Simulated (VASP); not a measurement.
# AlN (Pm) in VASP: a series of runs, part 2 of 2

VASP 6.6.1. The steps go on from the part before.

### 3 Single point, PBE (atom 1 (Al) moved by +0.126 Å along [1 0 0] and +0.378 Å along [1 2 0])

INCAR

```
SYSTEM = AlN
ALGO = Normal
EDIFF = 1E-6
ENCUT = 520
GGA = PE
ISIF = 2
ISMEAR = 0
LASPH = .True.
LCHARG = .False.
LREAL = .False.
LWAVE = .False.
NBANDS = 26
NELM = 80
PREC = Accurate
SIGMA = 0.05
```

KPOINTS

```
k-points
0
Gamma
  8 6 4
  0 0 0
```

POSCAR

```
AlN
1.0
   -1.6567491617      2.8695737234      0.0000000000
    0.0000000000      0.0000000000      4.1874629526
    4.9702474850      2.8695737234      0.0000000000
Al N
4 4
Direct
    0.5797820240      0.7500000000      0.2186115250
    0.0000000000      0.7500000000      0.6666666667
    0.0000000000      0.2500000000      0.3333333333
    0.5000000000      0.2500000000      0.8333333333
    0.5000000000      0.2500000000      0.1666666667
    0.0000000000      0.2500000000      0.6666666667
    0.0000000000      0.7500000000      0.3333333333
    0.5000000000      0.7500000000      0.8333333333
```

Potentials or basis: VASP PAW PBE potentials, release 64 (Al, N).

Started as:

```
$ cat potpaw_PBE.64/Al/POTCAR potpaw_PBE.64/N/POTCAR > POTCAR
$ mpirun -np 1 vasp_std > vasp.out
```

OUTCAR:

```text
SYSTEM = AlN
   EDIFF = 1E-6
   ENCUT = 520
   GGA = PE
   ISIF = 2
   ISMEAR = 0
   LASPH = .True.
   LREAL = .False.
   NELM = 80
   PREC = Accurate

 ion  position               nearest neighbor table
   1  0.580  0.750  0.219-   7 1.54   7 2.03   5 2.13   5 2.13   8 2.23   3 2.60   3 2.60   3 2.92
                             3 2.92   2 2.92   4 3.06   4 3.06   2 3.21
   2  0.000  0.750  0.667-   8 1.91   8 1.91   7 1.91   6 2.09   6 2.09   4 2.84   4 2.84   4 2.84
                             4 2.84   3 2.84   3 2.84   1 2.92   1 3.21
   3  0.000  0.250  0.333-   5 1.91   5 1.91   6 1.91   7 2.09   7 2.09   1 2.60   1 2.60   2 2.84
                             2 2.84   1 2.92   1 2.92   4 3.31   4 3.31   4 3.31   4 3.31
   4  0.500  0.250  0.833-   6 1.91   6 1.91   5 1.91   8 2.09   8 2.09   2 2.84   2 2.84   2 2.84
                             2 2.84   1 3.06   1 3.06   3 3.31   3 3.31   3 3.31   3 3.31
   5  0.500  0.250  0.167-   3 1.91   3 1.91   4 1.91   1 2.13   1 2.13
   6  0.000  0.250  0.667-   4 1.91   4 1.91   3 1.91   2 2.09   2 2.09
   7  0.000  0.750  0.333-   1 1.54   2 1.91   1 2.03   3 2.09   3 2.09
   8  0.500  0.750  0.833-   2 1.91   2 1.91   4 2.09   4 2.09   1 2.23

  LATTYP: Found a simple orthorhombic cell.
 ALAT       =     3.3134983233
 B/A-ratio  =     1.2637588868
 C/A-ratio  =     1.7320508076

  Lattice vectors:

 A1 = (  -1.6567491617,   2.8695737234,   0.0000000000)
 A2 = (   0.0000000000,   0.0000000000,   4.1874629526)
 A3 = (   4.9702474850,   2.8695737234,   0.0000000000)

Analysis of symmetry for initial positions (statically):
=====================================================================
 Subroutine PRICEL returns:
 Original cell was already a primitive cell.

 Routine SETGRP: Setting up the symmetry group for a
 simple orthorhombic supercell.

 Subroutine GETGRP returns: Found  2 space group operations
 (whereof  1 operations were pure point group operations)
 out of a pool of  8 trial point group operations.

The static configuration has the point symmetry C_1 .
 The point group associated with its full space group is C_1h.

Analysis of symmetry for dynamics (positions and initial velocities):
[... 151 lines left out ...]
   AEXX    =    0.0000 exact exchange contribution
   IVDW    =     0    specifies the selected vdW correction
   LEPSILON=     F    determine dielectric tensor
   LRPA    =     F    only Hartree local field effects (RPA)
 non-spin polarized calculation
 Gauss-broadening in eV      SIGMA  =   0.05
  energy-cutoff  :      520.00
  volume of cell :       79.63
 maximum number of plane-waves:      2174
 NGX is ok and might be reduce to    28
   NGX = 13   NGY = 15   NGZ = 21

 number of electron      31.9999993 magnetization

 Free energy of the ion-electron system (eV)
  ---------------------------------------------------
  ext. energy  EPLUGINS =         0.00000000
  ---------------------------------------------------
  free energy    TOTEN  =       -56.50605394 eV

  energy without entropy =      -56.50605394  energy(sigma->0) =      -56.50605394

 E-fermi :   8.1726     XC(G=0): -11.1480

 val. band max:        7.9102282897   @ k =   0.0000   0.0000   0.0000
 cond. band min:      10.7782115008   @ k =   0.0000   0.0000   0.0000
 fundamental gap:      2.8679832111
 Fermi energy:         8.1725889284

 k-point     1 :       0.0000    0.0000    0.0000
  band No.  band energies     occupation
      1      -9.0944      2.00000
      2      -7.0734      2.00000
      3      -6.0815      2.00000
      4      -4.9341      2.00000
      5       0.8874      2.00000
      6       1.3689      2.00000
[... 685 lines left out ...]
     25      17.6400      0.00000
     26      17.9702      0.00000

 [... further k-points ...]

------------------------ aborting loop because EDIFF is reached ----------------------------------------

  FORCE on cell =-STRESS in cart. coord.  units (eV):
  Direction    XX          YY          ZZ          XY          YZ          ZX
  --------------------------------------------------------------------------------------
  -------------------------------------------------------------------------------------
  Total       -1.8730385     14.5500238      0.2011157     -1.5781763      0.0000000      0.0000000
  in kB      -37.6853162    292.7447881      4.0464255    -31.7527235      0.0000000      0.0000000
  external PRESSURE =      86.3686325 kB  Pullay stress =       0.0000000 kB

 VOLUME and BASIS-vectors are now :
 -----------------------------------------------------------------------------
  energy-cutoff  :      520.00
  volume of cell :       79.63
      direct lattice vectors                 reciprocal lattice vectors
    -1.656749162  2.869573723  0.000000000    -0.150897919  0.261362862  0.000000000
     0.000000000  0.000000000  4.187462953     0.000000000  0.000000000  0.238808083
     4.970247485  2.869573723  0.000000000     0.150897919  0.087120954  0.000000000

 POSITION                                       TOTAL-FORCE (eV/Angst)
 -----------------------------------------------------------------------------------
      0.12600      2.29105      3.14060        -0.790840    -13.613073      0.000000
      3.31350      1.91305      3.14060         1.142117      0.831891      0.000000
      1.65675      0.95652      1.04687        -0.302801      0.720837      0.000000
      3.31350      3.82610      1.04687         0.293907      0.078657      0.000000
      0.00000      1.91305      1.04687         0.817946      1.076977      0.000000
      3.31350      1.91305      1.04687        -0.544309     -0.285489      0.000000
      1.65675      0.95652      3.14060        -0.785195     10.709670      0.000000
      3.31350      3.82610      3.14060         0.169175      0.480530      0.000000
 -----------------------------------------------------------------------------------
    total drift:                                0.000115     -0.000569      0.000000

  FREE ENERGIE OF THE ION-ELECTRON SYSTEM (eV)
  ---------------------------------------------------
  free  energy   TOTEN  =       -56.5060539353 eV

  energy  without entropy=      -56.5060539353  energy(sigma->0) =      -56.50605394
```

stdout:

```text
POSCAR found type information on POSCAR AlN
 POSCAR found :  2 types and       8 ions
 scaLAPACK will be used
 LDA part: xc-table for (Slater+PW92), standard interpolation
 POSCAR, INCAR and KPOINTS ok, starting setup
 FFT: planning ... GRIDC
 FFT: planning ... GRID_SOFT
 FFT: planning ... GRID
 WAVECAR not read
 entering main loop
```

Wall time 99 s (1 thread of Intel Xeon Platinum 8124M at 3.00GHz (Skylake/Cascade Lake), shared host); peak memory 0.26 GiB.

Results:

| Item | Value |
| --- | --- |
| Free energy | -56.5061 eV |
| Pressure | 8.6 GPa |
| Largest force | 13.636 eV/Å |
| Band gap on the k mesh | 2.87 eV |

Forces in eV/Å, atoms in the order of the input:
```
Al   -0.791 -13.613   0.000
Al    1.142   0.832   0.000
Al   -0.303   0.721   0.000
Al    0.294   0.079   0.000
N     0.818   1.077   0.000
N    -0.544  -0.285   0.000
N    -0.785  10.710   0.000
N     0.169   0.481   0.000
```

Levels at points of the mesh, in eV from the valence-band top:
```tsv
k point	band 12	band 13	band 14	band 15	band 16	band 17	band 18	band 19	band 20	band 21
(0.00, 0.00, 0.00)	-2.74	-2.16	-1.42	-1.05	0.00	2.87	3.85	4.42	6.90	6.96
(0.50, 0.00, 0.00)	-3.67	-2.97	-2.37	-2.22	-1.76	5.16	5.43	6.13	6.32	7.06
(0.00, 0.50, 0.00)	-2.45	-2.44	-2.07	-1.71	-1.43	4.65	5.05	5.60	5.89	8.22
(0.50, 0.50, 0.00)	-4.04	-1.60	-0.97	-0.88	-0.64	5.47	5.50	6.42	6.54	8.46
(0.00, 0.00, 0.50)	-2.72	-2.03	-1.43	-0.98	-0.72	4.32	4.97	5.85	6.06	7.26
(0.50, 0.00, 0.50)	-3.97	-3.12	-2.64	-1.59	-1.06	3.41	4.18	6.46	6.64	7.18
(0.00, 0.50, 0.50)	-2.34	-2.21	-2.13	-1.53	-1.37	4.64	5.20	5.50	6.04	8.32
(0.50, 0.50, 0.50)	-2.86	-2.32	-1.64	-1.39	-1.30	4.36	4.64	5.22	5.45	8.82
```

Caveat: the cell differs from its parent crystal (atom 1 (Al) moved by +0.126 Å along [1 0 0] and +0.378 Å along [1 2 0]); the stress differs along the axes, from -4 to 29 GPa; forces of over 1 eV/Å act on the atoms, so gaps and moduli don't describe the material at rest.

### 4 Single point, PBE (atom 1 (Al) moved by -0.126 Å along [1 0 0] and +0.378 Å along [1 2 0])

INCAR

```
ALGO = Normal
EDIFF = 1E-6
ENCUT = 520
GGA = PE
ISIF = 2
ISMEAR = 0
LASPH = T
LCHARG = F
LREAL = F
LWAVE = F
NBANDS = 26
NELM = 100
PREC = Accurate
SIGMA = 0.05
```

KPOINTS

```
k-points
0
Gamma
  8 6 4
```

Edit POSCAR of step 3 so:

```diff
@@ -8,3 +8,3 @@
 Direct
-    0.5797820240      0.7500000000      0.2186115250
+    0.6178082994      0.7500000000      0.1805852495
     0.0000000000      0.7500000000      0.6666666667
```

Started as:

```
$ cat potpaw_PBE.64/Al/POTCAR potpaw_PBE.64/N/POTCAR > POTCAR
$ mpirun -np 1 vasp_std > vasp.out
```

Wall time 1.7 min (1 thread of Intel Xeon Platinum 8124M at 3.00GHz (Skylake/Cascade Lake), shared host); peak memory 0.26 GiB.

The run converged. Its results:

```
Free energy            : -56.6663 eV
Pressure               : 8.5 GPa
Largest force          : 13.296 eV/Å
Band gap on the k mesh : 3.14 eV
```

Forces on the atoms (eV/Å):
```
Al   -0.424 -13.289   0.000
Al    0.134   0.267   0.000
Al   -0.201   0.911   0.000
Al    0.206  -0.091   0.000
N    -0.116   0.891   0.000
N    -0.223  -0.083   0.000
N     0.449  10.614   0.000
N     0.176   0.780   0.000
```

Stress tensor (GPa, compression positive):
```
-3.48  3.22  0.00
 3.22 28.67  0.00
 0.00  0.00  0.39
```

Levels at points of the mesh, in eV from the valence-band top:
| k point | band 12 | band 13 | band 14 | band 15 | band 16 | band 17 | band 18 | band 19 | band 20 | band 21 |
| --- | --- | --- | --- | --- | --- | --- | --- | --- | --- | --- |
| (0.00, 0.00, 0.00) | -2.78 | -1.77 | -1.48 | -1.31 | 0.00 | 3.14 | 3.74 | 4.36 | 6.78 | 7.01 |
| (0.50, 0.00, 0.00) | -3.56 | -2.90 | -2.37 | -2.25 | -1.95 | 5.49 | 5.74 | 5.94 | 6.13 | 7.38 |
| (0.00, 0.50, 0.00) | -2.44 | -2.40 | -2.09 | -1.78 | -1.62 | 5.00 | 5.05 | 5.50 | 5.67 | 8.18 |
| (0.50, 0.50, 0.00) | -4.14 | -1.31 | -1.03 | -0.86 | -0.85 | 5.59 | 6.09 | 6.13 | 6.47 | 8.59 |
| (0.00, 0.00, 0.50) | -2.99 | -1.54 | -1.26 | -1.24 | -0.92 | 4.58 | 4.72 | 5.76 | 6.00 | 7.42 |
| (0.50, 0.00, 0.50) | -4.06 | -3.10 | -2.60 | -1.62 | -1.17 | 3.87 | 3.94 | 6.82 | 7.09 | 7.19 |
| (0.00, 0.50, 0.50) | -2.64 | -2.09 | -1.97 | -1.71 | -1.60 | 5.19 | 5.28 | 5.37 | 5.45 | 8.28 |
| (0.50, 0.50, 0.50) | -2.84 | -2.02 | -1.65 | -1.55 | -1.52 | 4.85 | 4.96 | 5.12 | 5.23 | 8.89 |

Caveat: the cell differs from its parent crystal (atom 1 (Al) moved by -0.126 Å along [1 0 0] and +0.378 Å along [1 2 0]); the stress differs along the axes, from -3 to 29 GPa; forces of over 1 eV/Å act on the atoms, so gaps and moduli don't describe the material at rest.

### 5 Single point, PBE (atom 1 (Al) moved by +0.126 Å along [1 0 0] and -0.630 Å along [1 2 0])

INCAR

```
SYSTEM = AlN
  PREC = Accurate
  ENCUT = 520
  EDIFF = 1E-7
  ISMEAR = 0
  SIGMA = 0.05
  LREAL = .False.
  LASPH = .True.
  NELM = 80
  ALGO = Normal
  ISIF = 2
  LWAVE = .False.
  LCHARG = .False.
  GGA = PE
  NBANDS = 26
```

KPOINTS

```
regular mesh
0
Gamma
  8 6 4
  0 0 0
```

Edit POSCAR of step 4 so:

```diff
@@ -8,3 +8,3 @@
 Direct
-    0.6178082994      0.7500000000      0.1805852495
+    0.3163282594      0.7500000000      0.1307936035
     0.0000000000      0.7500000000      0.6666666667
```

Started as:

```
$ cat potpaw_PBE.64/Al/POTCAR potpaw_PBE.64/N/POTCAR > POTCAR
$ mpirun -np 1 vasp_std > vasp.out
```

It took 1.8 min on 1 thread of Intel Xeon Platinum 8124M at 3.00GHz (Skylake/Cascade Lake), shared host; peak memory 0.26 GiB.

Results (log left out):

```yaml
Free_energy: -56.0554 eV
Pressure: 10.1 GPa
Largest_force: 9.166 eV/Å
Band_gap_on_the_k_mesh: 2.37 eV
```

Forces on the atoms (eV/Å):
```
Al  -7.210  5.659  0.000
Al  -1.245 -1.038  0.000
Al   0.640 -0.595  0.000
Al  -0.152  0.390  0.000
N   -0.125 -1.636  0.000
N    0.333  0.127  0.000
N    8.418 -2.030  0.000
N   -0.659 -0.876  0.000
```

Stress tensor (GPa, compression positive):
```
30.22 -3.49  0.00
-3.49 -1.05  0.00
 0.00  0.00  1.22
```

Levels at points of the mesh, in eV from the valence-band top:
| k point | band 14 | band 15 | band 16 | band 17 | band 18 | band 19 |
| --- | --- | --- | --- | --- | --- | --- |
| (0.00, 0.00, 0.00) | -1.71 | -0.76 | 0.00 | 2.37 | 3.75 | 4.24 |
| (0.50, 0.00, 0.00) | -2.40 | -2.19 | -1.99 | 4.66 | 4.83 | 6.10 |
| (0.00, 0.50, 0.00) | -1.91 | -1.76 | -1.27 | 3.83 | 4.57 | 5.52 |
| (0.50, 0.50, 0.00) | -1.35 | -1.02 | -0.52 | 4.80 | 5.30 | 6.43 |
| (0.00, 0.00, 0.50) | -1.47 | -0.83 | -0.70 | 3.41 | 4.94 | 5.58 |
| (0.50, 0.00, 0.50) | -2.37 | -1.81 | -1.23 | 3.19 | 4.13 | 6.03 |
| (0.00, 0.50, 0.50) | -1.87 | -1.86 | -1.33 | 3.69 | 4.64 | 5.27 |
| (0.50, 0.50, 0.50) | -2.07 | -1.73 | -1.11 | 4.03 | 4.33 | 5.31 |

Caveat: the cell differs from its parent crystal (atom 1 (Al) moved by +0.126 Å along [1 0 0] and -0.630 Å along [1 2 0]); the stress differs along the axes, from -1 to 30 GPa; forces of over 1 eV/Å act on the atoms, so gaps and moduli don't describe the material at rest. A k mesh can miss the band edges.

### 6 Overview

```tsv
cell	gap on the mesh (eV)	pressure (GPa)	largest force (eV/Å)
as given, atomic positions A	3.22	0.9	2.69
as given, atomic positions B	2.87	8.6	13.64
as given, atomic positions C	3.14	8.5	13.30
as given, atomic positions D	2.37	10.1	9.17
```

Alike in all rows: task single point; level PBE; potentials or basis VASP PAW PBE potentials, release 64 (Al, N); no spin polarisation; k mesh 8 × 6 × 4; cutoff (eV) 520; smearing gaussian 0.05 eV.

Caveats: forces of over 1 eV/Å act on the atoms, so gaps and moduli don't describe the material at rest; the stress differs along the axes, from -1 to 4 GPa (at least some runs); the stress differs along the axes, from -4 to 29 GPa (at least some runs); the stress differs along the axes, from -3 to 29 GPa (at least some runs); the stress differs along the axes, from -1 to 30 GPa (at least some runs).

Absolute energies hang on the potentials; compare differences alone.
